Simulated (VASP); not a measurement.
# PtSe (P-6m2) in VASP: a series of runs

The runs below take PtSe through single point, with PBEsol-based global hybrid with 25 % exact exchange, PBEsol-based screened hybrid with 25 % exact exchange.

All numbers are computed with VASP 6.6.1; they aren't measurements. Logs are shortened: lines on timing, memory, paths and dates and some standing lists are left out, and cuts for length are marked.

### Step 1. The cell of the first run

The structure is hexagonal, space group P-6m2 (No. 187). Conventional cell: a = 3.521 Å, b = 3.521 Å, c = 3.325 Å, α = 90.00°, β = 90.00°, γ = 120.00°. Pt (site symmetry -6m2) has 6 Se at 2.63 Å and 8 Pt at 3.32 to 3.52 Å within 3.6 Å. Se (site symmetry -6m2) has 6 Pt at 2.63 Å and 8 Se at 3.32 to 3.52 Å within 3.6 Å.

### Step 2. Single point, PBEsol-based global hybrid with 25 % exact exchange

Input file POSCAR:

```
PtSe
1.0
    3.5208904828     -0.0000000027      0.0000000000
   -1.7604452390      3.0491806034      0.0000000000
    0.0000000000      0.0000000000      3.3249179121
Pt Se
1 1
Direct
    0.0000000000      0.0000000000      0.0000000000
    0.6666666667      0.3333333333      0.5000000000
```

Input file INCAR.step1:

```
SYSTEM = PtSe
  ALGO = Normal
  EDIFF = 1E-5
  ENCUT = 400
  GGA = PE
  GGA_COMPAT = .False.
  ISIF = 2
  ISMEAR = -1
  LASPH = .True.
  LREAL = .False.
  LWAVE = .True.
  NBANDS = 15
  NELM = 120
  PREC = Accurate
  SIGMA = 0.05
```

Input file INCAR.step2:

```
SYSTEM = PtSe
  AEXX = 0.25
  ALGO = Normal
  EDIFF = 1E-6
  ENCUT = 400
  GGA = PS
  GGA_COMPAT = .False.
  ISIF = 2
  ISMEAR = -1
  ISTART = 1
  LASPH = .True.
  LCHARG = .True.
  LELF = .True.
  LHFCALC = .True.
  LREAL = .False.
  LVHAR = .True.
  LWAVE = .False.
  NBANDS = 15
  NELM = 120
  PREC = Accurate
  PRECFOCK = Normal
  SIGMA = 0.05
```

Input file KPOINTS:

```
k-points
0
Gamma
  4 4 4
  0 0 0
```

Potentials or basis: VASP PAW PBE potentials, release 64 (Pt, Se).

Started as:

```console
$ cat potpaw_PBE.64/Pt/POTCAR potpaw_PBE.64/Se/POTCAR > POTCAR
$ cp INCAR.step1 INCAR
$ mpirun -np 1 vasp_std > vasp.out
$ cp INCAR.step2 INCAR
$ mpirun -np 1 vasp_std > vasp.out
```

OUTCAR:

```text
SYSTEM = PtSe
   AEXX = 0.25
   EDIFF = 1E-6
   ENCUT = 400
   GGA = PS
   ISIF = 2
   ISMEAR = -1
   ISTART = 1
   LASPH = .True.
   LHFCALC = .True.
   LREAL = .False.
   NELM = 120
   PREC = Accurate
   PRECFOCK = Normal

 ion  position               nearest neighbor table
   1  0.000  0.000  0.000-   2 2.63   2 2.63   2 2.63   2 2.63   2 2.63   2 2.63
   2  0.667  0.333  0.500-   1 2.63   1 2.63   1 2.63   1 2.63   1 2.63   1 2.63

  LATTYP: Found a hexagonal cell.
 ALAT       =     3.5208904828
 C/A-ratio  =     0.9443400550

  Lattice vectors:

 A1 = (   3.5208904828,  -0.0000000027,   0.0000000000)
 A2 = (  -1.7604452390,   3.0491806034,   0.0000000000)
 A3 = (   0.0000000000,   0.0000000000,   3.3249179121)

Analysis of symmetry for initial positions (statically):
=====================================================================
 Subroutine PRICEL returns:
 Original cell was already a primitive cell.

 Routine SETGRP: Setting up the symmetry group for a
 hexagonal supercell.

 Subroutine GETGRP returns: Found 12 space group operations
 (whereof 12 operations were pure point group operations)
 out of a pool of 24 trial point group operations.

The static configuration has the point symmetry D_3h.

Analysis of symmetry for dynamics (positions and initial velocities):
=====================================================================
 Subroutine PRICEL returns:
 Original cell was already a primitive cell.

 Routine SETGRP: Setting up the symmetry group for a
 hexagonal supercell.

 Subroutine GETGRP returns: Found 12 space group operations
 (whereof 12 operations were pure point group operations)
 out of a pool of 24 trial point group operations.

The dynamic configuration has the point symmetry D_3h.

 Subroutine INISYM returns: Found 12 space group operations
 (whereof 12 operations are pure point group operations),
 and found     1 'primitive' translations

----------------------------------------------------------------------------------------

                                     Primitive cell

  volume of cell :      35.6958

  direct lattice vectors                    reciprocal lattice vectors
     3.520890483 -0.000000003  0.000000000     0.284019059  0.163978480  0.000000000
    -1.760445239  3.049180603  0.000000000     0.000000000  0.327956960  0.000000000
     0.000000000  0.000000000  3.324917912     0.000000000  0.000000000  0.300759305

  length of vectors
     3.520890483  3.520890483  3.324917912     0.327956960  0.327956960  0.300759305

  position of ions in fractional coordinates (direct lattice)
     0.000000000  0.000000000  0.000000000
     0.666666667  0.333333333  0.500000000

  ion indices of the primitive-cell ions
   primitive index   ion index
                 1           1
                 2           2

----------------------------------------------------------------------------------------

 KPOINTS: k-points

Automatic generation of k-mesh.
 Grid dimensions read from file:
 generate k-points for:    4    4    4

 Generating k-lattice:

  Cartesian coordinates                     Fractional coordinates (reciprocal lattice)
     0.071004765  0.040994620  0.000000000     0.250000000  0.000000000  0.000000000
     0.000000000  0.081989240  0.000000000     0.000000000  0.250000000  0.000000000
     0.000000000  0.000000000  0.075189826     0.000000000  0.000000000  0.250000000

  Length of vectors
     0.081989240  0.081989240  0.075189826

  Shift w.r.t. Gamma in fractional coordinates (k-lattice)
     0.000000000  0.000000000  0.000000000

 Subroutine IBZKPT returns following result:
 ===========================================

 Found     12 irreducible k-points:

 Following reciprocal coordinates:
            Coordinates               Weight
  0.000000  0.000000  0.000000      1.000000
  0.250000  0.000000  0.000000      6.000000
  0.500000  0.000000  0.000000      3.000000
  0.250000  0.250000  0.000000      6.000000
  0.000000  0.000000  0.250000      2.000000
  0.250000  0.000000  0.250000     12.000000
  0.500000  0.000000  0.250000      6.000000
  0.250000  0.250000  0.250000     12.000000
  0.000000  0.000000  0.500000      1.000000
  0.250000  0.000000  0.500000      6.000000
  0.500000  0.000000  0.500000      3.000000
  0.250000  0.250000  0.500000      6.000000
   k-points           NKPTS =     12   k-points in BZ     NKDIM =     64   number of bands    NBANDS=     15
   number of dos      NEDOS =    301   number of ions     NIONS =      2
   total plane-waves  NPLWV =  13824
   dimension x,y,z NGX =    24 NGY =   24 NGZ =   24
   dimension x,y,z NGXF=    48 NGYF=   48 NGZF=   48
   ions per type =               1   1
   NGX,Y,Z   is equivalent  to a cutoff of  11.33, 11.33, 12.00 a.u.
   NGXF,Y,Z  is equivalent  to a cutoff of  22.66, 22.66, 24.00 a.u.
 SYSTEM =  PtSe
   PREC   = accura    normal or accurate (medium, high low for compatibility)
   ISTART =      1    job   : 0-new  1-cont  2-samecut
   ICHARG =      0    charge: 1-file 2-atom 10-const
   ISPIN  =      1    spin polarized calculation?
   LNONCOLLINEAR =      F non collinear calculations
   LSORBIT =      F    spin-orbit coupling
   LASPH  =      T    aspherical Exc in radial PAW
   ENCUT  =  400.0 eV  29.40 Ry    5.42 a.u.   5.74  5.74  5.42*2*pi/ulx,y,z
   NELM   =    120;   NELMIN=  2; NELMDL=  0     # of ELM steps
   EDIFF  = 0.1E-05   stopping-criterion for ELM
   LREAL  =      F    real-space projection
   EDIFFG = 0.1E-04   stopping-criterion for IOM
   NSW    =      0    number of steps for IOM
   IBRION =     -1    ionic relax: 0-MD 1-quasi-New 2-CG
   NFREE  =      0    steps in history (QN), initial steepest desc. (CG)
   ISIF   =      2    stress and relaxation
   ISYM   =      3    0-nonsym 1-usesym 2-fastsym
   POTIM  = 0.5000    time-step for ionic-motion
   TEBEG  =    0.0;   TEEND  =   0.0 temperature during run
   PSTRESS=    0.0 pullay stress
   NELECT =      16.0000    total number of electrons
   NUPDOWN=      -1.0000    fix difference up-down
   EMIN   =  10.00;   EMAX   =-10.00  energy-range for DOS
   EFERMI =   0.00;   METHOD = LEGACY
   ISMEAR =    -1;   SIGMA  =   0.05  broadening in eV -4-tet -1-fermi 0-gaus
   EFERMI_NEDOS =   21; number of points for ismear=-14 and -15
   IALGO  =     38    algorithm
   IMIX   =      1    mixing-type and parameters
     AMIX     =   0.40;   BMIX     =  1.00
     AMIX_MAG =   1.60;   BMIX_MAG =  1.00
  volume/ion in A,a.u.               =      17.85       120.44
  Fermi-wavevector in a.u.,A,eV,Ry     =   1.252879  2.367599 21.357160  1.569707
  Thomas-Fermi vector in A             =   2.386759
   LORBIT       =      0    0 simple, 1 ext, 2 COOP (PROOUT), +10 PAW based schemes
   GGA     = PS    functional components
   LHFCALC =     T    Hartree Fock is set to
   PRECFOCK=normal    Normal, Fast or Accurate (Low or Medium for compatibility)
   ENCUT4O =  -1.0   cutoff for four orbital integrals eV
   NKREDX  =     1    reduce k-point grid by
   NKREDY  =     1    reduce k-point grid by
   NKREDZ  =     1    reduce k-point grid by
   AEXX    =    0.2500 exact exchange contribution
   HFSCREEN=    0.0000 screening length (either q_TF or 0.3 A-1)
   HFSCREENC=   0.0000 screening length for correlation (either q_TF or 0.3 A-1)
   ENCUTFOCK=  -1.0 apply spherical cutoff to Coloumb kernel
   IVDW    =     0    specifies the selected vdW correction
   LEPSILON=     F    determine dielectric tensor
   LRPA    =     F    only Hartree local field effects (RPA)
 non-spin polarized calculation
  energy-cutoff  :      400.00
  volume of cell :       35.70
 maximum number of plane-waves:       660
 NGX is ok and might be reduce to    24
  NGX = 18; NGY = 18; NGZ = 18

 number of electron      15.9999999 magnetization

 Free energy of the ion-electron system (eV)
  ---------------------------------------------------
  ext. energy  EPLUGINS =         0.00000000
  ---------------------------------------------------
  free energy    TOTEN  =       -12.94770775 eV

  energy without entropy =      -12.94173773  energy(sigma->0) =      -12.94472274

 E-fermi :   7.9553     XC(G=0):  -9.2904

 val. band max:        7.9206007936   @ k =   0.5000   0.0000   0.2500
 cond. band min:       8.5061470612   @ k =   0.2500   0.0000   0.0000
 fundamental gap:      0.5855462676
 Fermi energy:         7.9552532255

 k-point     1 :       0.0000    0.0000    0.0000
  band No.  band energies     occupation
      1     -10.1986      2.00000
      2       1.8277      2.00000
      3       1.8277      2.00000
      4       1.8463      2.00000
      5       4.4399      2.00000
      6       4.4399      2.00000
      7       5.1134      2.00000
      8       9.0781      0.00000
      9       9.0781      0.00000
     10       9.5007      0.00000
     11      16.0895      0.00000
     12      16.6610      0.00000
     13      16.6610      0.00000
     14      22.9125      0.00000
     15      24.0738      0.00000

 k-point     2 :       0.2500    0.0000    0.0000
  band No.  band energies     occupation
      1      -9.5021      2.00000
      2       0.1277      2.00000
      3       2.3386      2.00000
      4       2.4395      2.00000
      5       2.5744      2.00000
      6       4.3047      2.00000
      7       5.5800      2.00000
      8       6.9548      2.00000
      9       8.5061      0.00003
     10      11.9037      0.00000
     11      16.0397      0.00000
     12      17.5849      0.00000
     13      19.3986      0.00000
     14      20.0645      0.00000
     15      25.0265      0.00000

 k-point     3 :       0.5000    0.0000    0.0000
  band No.  band energies     occupation
      1      -8.5901      2.00000
      2      -1.5087      2.00000
      3       1.8531      2.00000
      4       2.2648      2.00000
      5       3.4198      2.00000
      6       4.1602      2.00000
      7       5.0933      2.00000
      8       5.4370      2.00000
      9      10.2442      0.00000
     10      11.9772      0.00000
     11      15.5649      0.00000
     12      18.6772      0.00000
     13      19.3559      0.00000
     14      22.6808      0.00000
     15      24.5179      0.00000

 k-point     4 :       0.2500    0.2500    0.0000
  band No.  band energies     occupation
      1      -8.6191      2.00000
      2      -0.9675      2.00000
      3       1.6313      2.00000
      4       1.9775      2.00000
      5       3.4143      2.00000
      6       3.9040      2.00000
      7       4.6433      2.00000
      8       5.2103      2.00000
      9      10.4957      0.00000
     10      14.2701      0.00000
     11      16.4216      0.00000
     12      18.0860      0.00000
     13      18.8263      0.00000
     14      20.2098      0.00000
     15      23.4145      0.00000
[... 91 lines left out ...]
 k-point    10 :       0.2500    0.0000    0.5000
  band No.  band energies     occupation
      1      -8.2471      2.00000
      2      -1.2751      2.00000
      3       1.5448      2.00000
      4       1.5898      2.00000
      5       3.1256      2.00000
      6       3.9583      2.00000
      7       5.1961      2.00000
      8       6.6948      2.00000
      9      10.0086      0.00000
     10      13.0848      0.00000
     11      15.7067      0.00000
     12      17.7136      0.00000
     13      18.6332      0.00000
     14      19.4753      0.00000
     15      22.7732      0.00000

 k-point    11 :       0.5000    0.0000    0.5000
  band No.  band energies     occupation
      1      -7.8956      2.00000
      2      -0.4379      2.00000
      3       0.4775      2.00000
      4       1.0361      2.00000
      5       4.4843      2.00000
      6       4.7621      2.00000
      7       5.1173      2.00000
      8       6.5028      2.00000
      9       8.8378      0.00000
     10      10.8426      0.00000
     11      14.2143      0.00000
     12      15.5137      0.00000
     13      18.9574      0.00000
     14      23.7305      0.00000
     15      25.7016      0.00000

 k-point    12 :       0.2500    0.2500    0.5000
  band No.  band energies     occupation
      1      -7.8882      2.00000
      2      -0.3540      2.00000
      3      -0.0983      2.00000
      4       1.9674      2.00000
      5       3.4647      2.00000
      6       4.9448      2.00000
      7       5.8353      2.00000
      8       5.8795      2.00000
      9      10.0842      0.00000
     10      10.4125      0.00000
     11      12.6280      0.00000
     12      16.7253      0.00000
     13      19.6893      0.00000
     14      23.0349      0.00000
     15      25.8275      0.00000

------------------------ aborting loop because EDIFF is reached ----------------------------------------

  FORCE on cell =-STRESS in cart. coord.  units (eV):
  Direction    XX          YY          ZZ          XY          YZ          ZX
  --------------------------------------------------------------------------------------
  -------------------------------------------------------------------------------------
  Total        0.2144674      0.2144674     -0.8171779      0.0000000      0.0000000      0.0000000
  in kB        9.6262093      9.6262093    -36.6784178      0.0000000      0.0000000      0.0000000
  external PRESSURE =      -5.8086664 kB  Pullay stress =       0.0000000 kB

 VOLUME and BASIS-vectors are now :
 -----------------------------------------------------------------------------
  energy-cutoff  :      400.00
  volume of cell :       35.70
      direct lattice vectors                 reciprocal lattice vectors
     3.520890483 -0.000000003  0.000000000     0.284019059  0.163978480  0.000000000
    -1.760445239  3.049180603  0.000000000     0.000000000  0.327956960  0.000000000
     0.000000000  0.000000000  3.324917912     0.000000000  0.000000000  0.300759305

 POSITION                                       TOTAL-FORCE (eV/Angst)
 -----------------------------------------------------------------------------------
      0.00000      0.00000      0.00000        -0.000000      0.000000      0.000000
      1.76045      1.01639      1.66246         0.000000     -0.000000      0.000000
 -----------------------------------------------------------------------------------
    total drift:                               -0.000014      0.000009      0.000000

  FREE ENERGIE OF THE ION-ELECTRON SYSTEM (eV)
  ---------------------------------------------------
  free  energy   TOTEN  =       -12.9477077489 eV

  energy  without entropy=      -12.9417377252  energy(sigma->0) =      -12.94472274
```

Run time: 3.3 min. Hardware: 1 thread of Intel Xeon 6975P-C (Granite Rapids), shared host; peak memory 0.15 GiB.

What came out:

- Free energy: -12.9477 eV
- Pressure: -0.6 GPa
- Band gap on the k mesh: zero (bands 8 and 9 overlap by 1.45 eV)

Stress tensor (GPa, compression positive):
```
 0.96  0.00  0.00
 0.00  0.96  0.00
 0.00  0.00 -3.67
```

Levels at points of the mesh, in eV from the Fermi level:
```
           k point  band 5  band 6  band 7  band 8  band 9  band 10  band 11  band 12
(0.00, 0.00, 0.00)   -3.52   -3.52   -2.84    1.12    1.12     1.55     8.13     8.71
(0.50, 0.00, 0.00)   -4.54   -3.80   -2.86   -2.52    2.29     4.02     7.61    10.72
(0.00, 0.00, 0.50)   -4.64   -4.64   -2.94    1.02    1.02     6.13     7.43    12.90
(0.50, 0.00, 0.50)   -3.47   -3.19   -2.84   -1.45    0.88     2.89     6.26     7.56
```

Caveat: the k points lie up to 0.52 Å⁻¹ apart, too coarse for converged energies and pressures of a metal; the PAW data sets were made with another functional, which shifts forces and pressure a little; spin-orbit coupling is left out, which moves the levels of the heavy elements.

### Step 3. Single point, PBEsol-based screened hybrid with 25 % exact exchange

This run uses another cell than the first one, of 18.15 Å³/atom.

Input file POSCAR:

```
PtSe
1.0
    3.7000296971     -0.0000000029      0.0000000000
   -1.8500148461      3.2043197139      0.0000000000
    0.0000000000      0.0000000000      3.0610505875
Pt Se
1 1
Direct
    0.0000000000      0.0000000000      0.0000000000
    0.6666666667      0.3333333333      0.5000000000
```

Input file INCAR.step1:

```
PREC     = Accurate       # precision mode
ENCUT    = 400            # plane-wave cutoff, eV
EDIFF    = 1E-5           # SCF threshold, eV
ISMEAR   = -1             # smearing method
SIGMA    = 0.05           # smearing width, eV
LREAL    = F              # projectors in reciprocal space
LASPH    = T              # aspherical terms in the spheres
NELM     = 120            # most SCF steps
ALGO     = Normal         # electronic algorithm
ISIF     = 2              # what is computed and relaxed
LWAVE    = T              # write WAVECAR
LCHARG   = F              # write CHGCAR
GGA      = PE             # functional
NBANDS   = 15             # bands
GGA_COMPAT= F
```

Input file INCAR.step2:

```
PREC     = Accurate       # precision mode
ENCUT    = 400            # plane-wave cutoff, eV
EDIFF    = 1E-6           # SCF threshold, eV
ISMEAR   = -1             # smearing method
SIGMA    = 0.05           # smearing width, eV
LREAL    = F              # projectors in reciprocal space
LASPH    = T              # aspherical terms in the spheres
NELM     = 120            # most SCF steps
ALGO     = Normal         # electronic algorithm
ISIF     = 2              # what is computed and relaxed
LWAVE    = F              # write WAVECAR
LCHARG   = F              # write CHGCAR
GGA      = PS             # functional
LHFCALC  = T              # exact exchange
AEXX     = 0.25           # exact-exchange fraction
HFSCREEN = 0.207          # screening, 1/A
PRECFOCK = Normal       
ISTART   = 1            
NBANDS   = 15             # bands
GGA_COMPAT= F
```

Input file KPOINTS:

```
regular mesh
0
Gamma
  4 4 4
```

Potentials or basis: VASP PAW PBE potentials, release 64 (Pt, Se).

Started as:

```console
$ cat potpaw_PBE.64/Pt/POTCAR potpaw_PBE.64/Se/POTCAR > POTCAR
$ cp INCAR.step1 INCAR
$ mpirun -np 1 vasp_std > vasp.out
$ cp INCAR.step2 INCAR
$ mpirun -np 1 vasp_std > vasp.out
```

Wall time 3.8 min (1 thread of Intel Xeon 6975P-C (Granite Rapids), shared host); peak memory 0.25 GiB.

Results (log left out):

| Quantity | Value |
| --- | --- |
| Free energy | -11.8766 eV |
| Pressure | -0.1 GPa |
| Band gap on the k mesh | zero (bands 8 and 9 overlap by 1.08 eV) |

Levels at points of the mesh, in eV from the Fermi level:
```tsv
k point	band 4	band 5	band 6	band 7	band 8	band 9	band 10	band 11	band 12	band 13
(0.00, 0.00, 0.00)	-5.85	-2.94	-2.94	-0.80	0.63	0.63	0.88	7.42	7.42	8.21
(0.50, 0.00, 0.00)	-4.89	-4.68	-3.11	-3.07	-2.37	2.43	3.79	8.15	10.56	12.11
(0.00, 0.00, 0.50)	-5.78	-4.23	-4.23	-1.38	0.40	0.40	5.11	6.57	11.35	11.35
(0.50, 0.00, 0.50)	-6.63	-3.07	-2.86	-2.44	-1.28	1.31	2.45	6.01	6.57	10.09
```

Caveat: the k points lie up to 0.51 Å⁻¹ apart, too coarse for converged energies and pressures of a metal; the PAW data sets were made with another functional, which shifts forces and pressure a little; spin-orbit coupling is left out, which moves the levels of the heavy elements.
